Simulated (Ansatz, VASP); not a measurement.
## One calculation of TaN, two programs

```
Ta N
1.0
     3.07020    0.00000    0.00000
    -1.53510    2.65887    0.00000
     0.00000    0.00000    4.97272
Ta N
2 2
Direct
  0.33333 0.66667 0.00000
  0.66667 0.33333 0.50000
  0.33333 0.66667 0.38500
  0.66667 0.33333 0.88500
```

Change from the starting cell: volume scaled by 1.02, PAW files.

Alike in both runs: task electric field gradients; functional LDA; k mesh 9 × 9 × 5; occupations fermi-dirac, width 0.03 eV; no spin polarisation.

|  | VASP | Ansatz |
| --- | --- | --- |
| version | VASP 6.6.1 | Ansatz 0.2.0 |
| potentials or method | VASP PAW LDA potentials, release 64 (Ta_pv, N) | PAW with Ansatz's default frozen-core files, scalar-relativistic |
| plane-wave cutoff (eV) | 520 | 420 |
| valence electrons in the cell | 32 | 36 |

|  | VASP | Ansatz | Ansatz less VASP |
| --- | --- | --- | --- |
| pressure (GPa) | 108.7 | 104.8 | -3.97 |
| traceless stress, the component that is largest in VASP (GPa) | -15.53 | -15.02 | +0.504 |
| rms of the force components (eV/Å) | 1.262 | 1.259 | -0.0039 |
| size of Vzz on the site where it differs most (V/Å²) | 122.7 | 127.7 | +4.97 |

LDA's correlation is that of Perdew and Zunger in VASP and of Perdew and Wang (1992) in Ansatz. Atom by atom the forces differ by 0.004 eV/Å (rms over components). Both programs put the cell under a high pressure, so it lies far from rest at this level. VASP's potentials hold 32 valence electrons a cell and Ansatz's 36, so a difference there can come from the potentials and not from the codes.

Neither program's run includes spin-orbit coupling. Noted on VASP's run: the cell as given lies far from equilibrium.
